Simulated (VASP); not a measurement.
# Sn (P3_121) in VASP: a series of runs

Runs on Sn. Level: PBE. Tasks: single point, relaxation of cell and atoms.

Everything below comes from runs of VASP 6.6.1. Logs are shortened: lines on timing, memory, paths and dates and some standing lists are left out, and cuts for length are marked.

## 1. The cell of the first run

The structure is trigonal, space group P3_121 (No. 152). The conventional cell has a = 4.797 Å, b = 4.797 Å, c = 5.443 Å, α = 90.00°, β = 90.00°, γ = 120.00°. Sn (site symmetry 2) has 2 Sn at 2.61 Å within 3.4 Å.

## 2. Single point, PBE

Contents of INCAR:

```
SYSTEM = Sn
  ALGO = Normal
  EDIFF = 1E-6
  ENCUT = 500
  GGA = PE
  GGA_COMPAT = .FALSE.
  ISIF = 2
  ISMEAR = 0
  LASPH = .TRUE.
  LCHARG = .FALSE.
  LREAL = .FALSE.
  LWAVE = .FALSE.
  NBANDS = 28
  NELM = 120
  PREC = Accurate
  SIGMA = 0.1
```

Contents of KPOINTS:

```
k-points
0
G
  6 6 4
  0 0 0
```

Contents of POSCAR:

```
Sn
1.0
    4.7973205750      0.0000000000      0.0000000000
   -2.3986602875      4.1546014881      0.0000000000
    0.0000000000      0.0000000000      5.4427207820
Sn
3
Direct
    0.2254000000      0.0000000000      0.3333333333
    0.0000000000      0.2254000000      0.6666666667
    0.7746000000      0.7746000000      0.0000000000
```

Potentials or basis: VASP PAW PBE potentials, release 64 (Sn_d).

The run is started by

```bash
cat potpaw_PBE.64/Sn_d/POTCAR > POTCAR
mpirun -np 1 vasp_std > vasp.out
```

OUTCAR:

```text
SYSTEM = Sn
   EDIFF = 1E-6
   ENCUT = 500
   GGA = PE
   ISIF = 2
   ISMEAR = 0
   LASPH = .TRUE.
   LREAL = .FALSE.
   NELM = 120
   PREC = Accurate

 ion  position               nearest neighbor table
   1  0.225  0.000  0.333-   3 2.61   2 2.61
   2  0.000  0.225  0.667-   3 2.61   1 2.61
   3  0.775  0.775  0.000-   1 2.61   2 2.61

  LATTYP: Found a hexagonal cell.
 ALAT       =     4.7973205750
 C/A-ratio  =     1.1345334749

  Lattice vectors:

 A1 = (   4.7973205750,   0.0000000000,   0.0000000000)
 A2 = (  -2.3986602875,   4.1546014881,   0.0000000000)
 A3 = (   0.0000000000,   0.0000000000,   5.4427207820)

Analysis of symmetry for initial positions (statically):
=====================================================================
 Subroutine PRICEL returns:
 Original cell was already a primitive cell.

 Routine SETGRP: Setting up the symmetry group for a
 hexagonal supercell.

 Subroutine GETGRP returns: Found  6 space group operations
 (whereof  2 operations were pure point group operations)
 out of a pool of 24 trial point group operations.

The static configuration has the point symmetry C_2 .
 The point group associated with its full space group is D_3 .

Analysis of symmetry for dynamics (positions and initial velocities):
=====================================================================
 Subroutine PRICEL returns:
 Original cell was already a primitive cell.

 Routine SETGRP: Setting up the symmetry group for a
 hexagonal supercell.

 Subroutine GETGRP returns: Found  6 space group operations
 (whereof  2 operations were pure point group operations)
 out of a pool of 24 trial point group operations.

The dynamic configuration has the point symmetry C_2 .
 The point group associated with its full space group is D_3 .

 Subroutine INISYM returns: Found  6 space group operations
 (whereof  2 operations are pure point group operations),
 and found     1 'primitive' translations

----------------------------------------------------------------------------------------

                                     Primitive cell

  volume of cell :     108.4786

  direct lattice vectors                    reciprocal lattice vectors
     4.797320575  0.000000000  0.000000000     0.208449693  0.120348486  0.000000000
    -2.398660287  4.154601488  0.000000000     0.000000000  0.240696972  0.000000000
     0.000000000  0.000000000  5.442720782     0.000000000  0.000000000  0.183731637

  length of vectors
     4.797320575  4.797320575  5.442720782     0.240696972  0.240696972  0.183731637

  position of ions in fractional coordinates (direct lattice)
     0.225400000  0.000000000  0.333333333
     0.000000000  0.225400000  0.666666667
     0.774600000  0.774600000  0.000000000

  ion indices of the primitive-cell ions
   primitive index   ion index
                 1           1
                 2           2
                 3           3

----------------------------------------------------------------------------------------

 KPOINTS: k-points

Automatic generation of k-mesh.
 Grid dimensions read from file:
 generate k-points for:    6    6    4

 Generating k-lattice:

  Cartesian coordinates                     Fractional coordinates (reciprocal lattice)
     0.034741615  0.020058081  0.000000000     0.166666667  0.000000000  0.000000000
     0.000000000  0.040116162  0.000000000     0.000000000  0.166666667  0.000000000
     0.000000000  0.000000000  0.045932909     0.000000000  0.000000000  0.250000000

  Length of vectors
     0.040116162  0.040116162  0.045932909

  Shift w.r.t. Gamma in fractional coordinates (k-lattice)
     0.000000000  0.000000000  0.000000000

 Subroutine IBZKPT returns following result:
 ===========================================

 Found     24 irreducible k-points:

 Following reciprocal coordinates:
            Coordinates               Weight
  0.000000  0.000000  0.000000      1.000000
  0.166667 -0.000000  0.000000      6.000000
  0.333333 -0.000000  0.000000      6.000000
  0.500000  0.000000  0.000000      3.000000
  0.166667  0.166667  0.000000      6.000000
  0.333333  0.166667  0.000000     12.000000
[... 16 lines left out ...]
  0.333333  0.166667  0.500000     12.000000
  0.333333  0.333333  0.500000      2.000000
   k-points           NKPTS =     24   k-points in BZ     NKDIM =     24   number of bands    NBANDS=     28
   number of dos      NEDOS =    301   number of ions     NIONS =      3
   total plane-waves  NPLWV =  51840
   dimension x,y,z NGX =    36 NGY =   36 NGZ =   40
   dimension x,y,z NGXF=    72 NGYF=   72 NGZF=   80
   ions per type =               3
   NGX,Y,Z   is equivalent  to a cutoff of  12.48, 12.48, 12.22 a.u.
   NGXF,Y,Z  is equivalent  to a cutoff of  24.95, 24.95, 24.44 a.u.
 SYSTEM =  Sn
   PREC   = accura    normal or accurate (medium, high low for compatibility)
   ISTART =      0    job   : 0-new  1-cont  2-samecut
   ICHARG =      2    charge: 1-file 2-atom 10-const
   ISPIN  =      1    spin polarized calculation?
   LNONCOLLINEAR =      F non collinear calculations
   LSORBIT =      F    spin-orbit coupling
   LASPH  =      T    aspherical Exc in radial PAW
   ENCUT  =  500.0 eV  36.75 Ry    6.06 a.u.   8.75  8.75  9.92*2*pi/ulx,y,z
   NELM   =    120;   NELMIN=  2; NELMDL= -5     # of ELM steps
   EDIFF  = 0.1E-05   stopping-criterion for ELM
   LREAL  =      F    real-space projection
   EDIFFG = 0.1E-04   stopping-criterion for IOM
   NSW    =      0    number of steps for IOM
   IBRION =     -1    ionic relax: 0-MD 1-quasi-New 2-CG
   NFREE  =      0    steps in history (QN), initial steepest desc. (CG)
   ISIF   =      2    stress and relaxation
   ISYM   =      2    0-nonsym 1-usesym 2-fastsym
   POTIM  = 0.5000    time-step for ionic-motion
   TEBEG  =    0.0;   TEEND  =   0.0 temperature during run
   PSTRESS=    0.0 pullay stress
   NELECT =      42.0000    total number of electrons
   NUPDOWN=      -1.0000    fix difference up-down
   EMIN   =  10.00;   EMAX   =-10.00  energy-range for DOS
   EFERMI =   0.00;   METHOD = LEGACY
   ISMEAR =     0;   SIGMA  =   0.10  broadening in eV -4-tet -1-fermi 0-gaus
   EFERMI_NEDOS =   21; number of points for ismear=-14 and -15
   IALGO  =     38    algorithm
   IMIX   =      4    mixing-type and parameters
     AMIX     =   0.40;   BMIX     =  1.00
     AMIX_MAG =   1.60;   BMIX_MAG =  1.00
  volume/ion in A,a.u.               =      36.16       244.02
  Fermi-wavevector in a.u.,A,eV,Ry     =   1.193191  2.254804 19.370671  1.423704
  Thomas-Fermi vector in A             =   2.329211
   LORBIT       =      0    0 simple, 1 ext, 2 COOP (PROOUT), +10 PAW based schemes
   GGA     = PE    functional components
   LHFCALC =     F    Hartree Fock is set to
   AEXX    =    0.0000 exact exchange contribution
   IVDW    =     0    specifies the selected vdW correction
   LEPSILON=     F    determine dielectric tensor
   LRPA    =     F    only Hartree local field effects (RPA)
 non-spin polarized calculation
 Gauss-broadening in eV      SIGMA  =   0.10
  energy-cutoff  :      500.00
  volume of cell :      108.48
 maximum number of plane-waves:      2780
 NGX is ok and might be reduce to    36
   NGX = 17   NGY = 17   NGZ = 19

 number of electron      41.9999995 magnetization

 Free energy of the ion-electron system (eV)
  ---------------------------------------------------
  ext. energy  EPLUGINS =         0.00000000
  ---------------------------------------------------
  free energy    TOTEN  =        -9.43435435 eV

  energy without entropy =       -9.42623328  energy(sigma->0) =       -9.43029381

 E-fermi :   4.9877     XC(G=0):  -8.8162

 val. band max:        4.9114084030   @ k =   0.1667   0.1667   0.0000
 cond. band min:       5.0476956957   @ k =   0.0000   0.0000   0.2500
 fundamental gap:      0.1362872927
 Fermi energy:         4.9877193777

 k-point     1 :       0.0000    0.0000    0.0000
  band No.  band energies     occupation
      1     -16.9597      2.00000
      2     -16.9597      2.00000
      3     -16.7891      2.00000
      4     -16.7018      2.00000
      5     -16.7018      2.00000
      6     -16.7011      2.00000
[... 20 lines left out ...]
     27       9.9653      0.00000
     28      11.0701      0.00000

 k-point     2 :       0.1667   -0.0000    0.0000
  band No.  band energies     occupation
      1     -16.9568      2.00000
      2     -16.9542      2.00000
      3     -16.7916      2.00000
      4     -16.7050      2.00000
      5     -16.7023      2.00000
      6     -16.7004      2.00000
[... 20 lines left out ...]
     27       9.8118      0.00000
     28      10.8773      0.00000

 k-point     3 :       0.3333   -0.0000    0.0000
  band No.  band energies     occupation
      1     -16.9508      2.00000
      2     -16.9433      2.00000
      3     -16.7972      2.00000
      4     -16.7115      2.00000
      5     -16.7027      2.00000
      6     -16.6985      2.00000
[... 20 lines left out ...]
     27      10.3024      0.00000
     28      11.1882      0.00000

 k-point     4 :       0.5000    0.0000    0.0000
  band No.  band energies     occupation
      1     -16.9476      2.00000
      2     -16.9377      2.00000
      3     -16.8002      2.00000
      4     -16.7145      2.00000
      5     -16.7026      2.00000
      6     -16.6976      2.00000
[... 20 lines left out ...]
     27       9.9691      0.00000
     28      12.5687      0.00000

 k-point     5 :       0.1667    0.1667    0.0000
  band No.  band energies     occupation
      1     -16.9518      2.00000
      2     -16.9466      2.00000
      3     -16.7956      2.00000
      4     -16.7097      2.00000
      5     -16.7031      2.00000
      6     -16.6990      2.00000
[... 20 lines left out ...]
     27      10.5042      0.00000
     28      10.5986      0.00000

 k-point     6 :       0.3333    0.1667    0.0000
  band No.  band energies     occupation
      1     -16.9461      2.00000
      2     -16.9394      2.00000
      3     -16.8000      2.00000
      4     -16.7139      2.00000
      5     -16.7027      2.00000
      6     -16.6986      2.00000
[... 463 lines left out ...]
      5     -16.6789      2.00000
      6     -16.6755      2.00000
[... 20 lines left out ...]
     27      11.1447      0.00000
     28      12.5302      0.00000

 k-point    22 :       0.1667    0.1667    0.5000
  band No.  band energies     occupation
      1     -16.9952      2.00000
      2     -16.8489      2.00000
      3     -16.8393      2.00000
      4     -16.7302      2.00000
      5     -16.6805      2.00000
      6     -16.6788      2.00000
[... 20 lines left out ...]
     27      10.2157      0.00000
     28      11.6214      0.00000

 k-point    23 :       0.3333    0.1667    0.5000
  band No.  band energies     occupation
      1     -16.9945      2.00000
      2     -16.8469      2.00000
      3     -16.8351      2.00000
      4     -16.7253      2.00000
      5     -16.6784      2.00000
      6     -16.6763      2.00000
[... 20 lines left out ...]
     27      10.8292      0.00000
     28      11.7343      0.00000

 k-point    24 :       0.3333    0.3333    0.5000
  band No.  band energies     occupation
      1     -16.9940      2.00000
      2     -16.8402      2.00000
      3     -16.8402      2.00000
      4     -16.7236      2.00000
      5     -16.6767      2.00000
      6     -16.6767      2.00000
[... 20 lines left out ...]
     27      10.4828      0.00000
     28      11.4436      0.00000

------------------------ aborting loop because EDIFF is reached ----------------------------------------

  FORCE on cell =-STRESS in cart. coord.  units (eV):
  Direction    XX          YY          ZZ          XY          YZ          ZX
  --------------------------------------------------------------------------------------
  -------------------------------------------------------------------------------------
  Total        2.5528639      2.5528639      4.3307452      0.0000000      0.0000000      0.0000000
  in kB       37.7045777     37.7045777     63.9630325      0.0000000      0.0000000      0.0000000
  external PRESSURE =      46.4573960 kB  Pullay stress =       0.0000000 kB

 VOLUME and BASIS-vectors are now :
 -----------------------------------------------------------------------------
  energy-cutoff  :      500.00
  volume of cell :      108.48
      direct lattice vectors                 reciprocal lattice vectors
     4.797320575  0.000000000  0.000000000     0.208449693  0.120348486  0.000000000
    -2.398660287  4.154601488  0.000000000     0.000000000  0.240696972  0.000000000
     0.000000000  0.000000000  5.442720782     0.000000000  0.000000000  0.183731637

 POSITION                                       TOTAL-FORCE (eV/Angst)
 -----------------------------------------------------------------------------------
      1.08132      0.00000      1.81424         3.238349     -0.000000     -0.000000
     -0.54066      0.93645      3.62848        -1.619175      2.804493      0.000000
      1.85800      3.21815      0.00000        -1.619175     -2.804493     -0.000000
 -----------------------------------------------------------------------------------
    total drift:                                0.000009      0.000015      0.000000

  FREE ENERGIE OF THE ION-ELECTRON SYSTEM (eV)
  ---------------------------------------------------
  free  energy   TOTEN  =        -9.4343543489 eV

  energy  without entropy=       -9.4262332798  energy(sigma->0) =       -9.43029381
```

Wall time 20 s (1 thread of Intel Xeon 6975P-C (Granite Rapids), shared host); peak memory 0.23 GiB.

What came out:

* Free energy: -9.4344 eV
* Pressure: 4.6 GPa
* Largest force: 3.238 eV/Å
* Band gap on the k mesh: zero (bands 21 and 22 overlap by 0.31 eV)

Forces on the atoms (eV/Å):
```
Sn   3.238  0.000  0.000
Sn  -1.619  2.804  0.000
Sn  -1.619 -2.804  0.000
```

Caveat: the cell stands under pressure; spin-orbit coupling is left out, which moves the levels of the heavy elements; forces of over 1 eV/Å act on the atoms, so gaps and moduli don't describe the material at rest.

## 3. Relaxation of cell and atoms, PBE

Contents of INCAR:

```
PREC     = Accurate       # precision mode
ENCUT    = 500            # plane-wave cutoff, eV
EDIFF    = 1E-7           # SCF threshold, eV
ISMEAR   = 0              # smearing method
SIGMA    = 0.1            # smearing width, eV
LREAL    = F              # projectors in reciprocal space
LASPH    = T              # aspherical terms in the spheres
NELM     = 120            # most SCF steps
ALGO     = Normal         # electronic algorithm
ISIF     = 3              # what is computed and relaxed
LWAVE    = F              # write WAVECAR
LCHARG   = F              # write CHGCAR
GGA      = PE             # functional
IBRION   = 2              # ionic algorithm
NSW      = 90             # ionic steps
EDIFFG   = -0.04          # ionic threshold
GGA_COMPAT= F            
NELMIN   = 4
```

Contents of KPOINTS:

```
regular mesh
0
Gamma
  6 6 4
```

POSCAR is that of step 2.

Potentials or basis: VASP PAW PBE potentials, release 64 (Sn_d).

The run is started by

```bash
cat potpaw_PBE.64/Sn_d/POTCAR > POTCAR
mpirun -np 1 vasp_std > vasp.out
```

It took 5.8 min on 1 thread of Intel Xeon 6975P-C (Granite Rapids), shared host; peak memory 0.25 GiB.

It converged, with:

| Quantity | Value |
| --- | --- |
| Free energy | -11.3151 eV |
| Relaxed volume | 29.41 Å³/atom |
| Relaxed cell | a = 4.348 Å, b = 4.348 Å, c = 5.389 Å, α = 90.00°, β = 90.00°, γ = 120.00° |
| Space group after relaxing (to 0.1 Å) | Pm-3m (No. 221) |
| Energy gained by relaxing | 626.9 meV/atom |
| Ionic steps | 25 |
| Pressure after relaxing | 0.0 GPa |
| Largest force after relaxing | 0.035 eV/Å |
| Band gap on the k mesh | zero (bands 21 and 22 overlap by 2.70 eV) |

Forces in eV/Å, atoms in the order of the input:
```
Sn   0.035  0.000  0.000
Sn  -0.017  0.030  0.000
Sn  -0.017 -0.030  0.000
```

Stress tensor (GPa, compression positive):
```
 0.05  0.00  0.00
 0.00  0.05  0.00
 0.00  0.00 -0.21
```

Step by step:
```csv
step,energy change (eV),largest force (eV/Å),pressure (GPa),volume (Å³)
1,0.0000,3.2380,4.66,108.48
2,-0.7082,0.4552,-4.06,125.83
3,-0.7348,0.7865,-3.10,122.38
4,-1.0840,0.7985,-3.01,112.62
5,-1.7677,0.6042,1.88,86.41
6,-1.7610,0.5160,3.38,83.70
7,-1.7683,0.5678,2.48,85.22
8,-1.8509,0.0041,0.42,87.10
9,-1.8510,0.0010,0.36,87.19
10,-1.8511,0.0002,0.25,87.38
11,-1.8558,0.0000,-0.16,88.24
12,-1.8581,0.0150,-0.87,89.83
13,-1.8585,0.0081,-0.64,89.36
14,-1.8605,0.0143,-0.58,89.29
15,-1.8663,0.0345,-0.43,89.06
16,-1.8761,0.0699,-0.23,88.55
17,-1.8771,0.0824,-0.10,88.35
18,-1.8754,0.1092,0.19,87.92
19,-1.8775,0.0881,-0.05,88.26
20,-1.8774,0.0992,0.06,88.09
21,-1.8777,0.0919,-0.02,88.20
22,-1.8777,0.0941,0.00,88.17
23,-1.8788,0.0805,0.01,88.15
24,-1.8797,0.0509,0.04,88.10
25,-1.8807,0.0349,-0.04,88.23
```

Final structure:
```xyz
3
Lattice="4.3480 0.0000 0.0000 -2.1740 3.7654 0.0000 0.0000 0.0000 5.3888" Properties=species:S:1:pos:R:3 pbc="T T T"
Sn    1.4375    0.0000    1.7963
Sn   -0.7187    1.2449    3.5926
Sn    1.4552    2.5206    0.0000
```

Levels at points of the mesh, in eV from the Fermi level:
```
           k point  band 18  band 19  band 20  band 21  band 22  band 23  band 24  band 25
(0.00, 0.00, 0.00)    -5.48     0.61     0.67     0.67     0.73     2.06     2.06     5.41
(0.50, 0.00, 0.00)    -4.41    -2.03    -1.93    -1.37    -1.35     3.01     3.60     3.62
(0.00, 0.00, 0.50)    -0.82     0.19     0.35     0.35     2.50     2.55     2.55     2.60
(0.50, 0.00, 0.50)    -6.65    -4.35    -0.46    -0.45     0.23     0.24     5.00     5.04
```

Caveat: the volume moved by over 15 % at a fixed basis, so the end points are rough; spin-orbit coupling is left out, which moves the levels of the heavy elements.
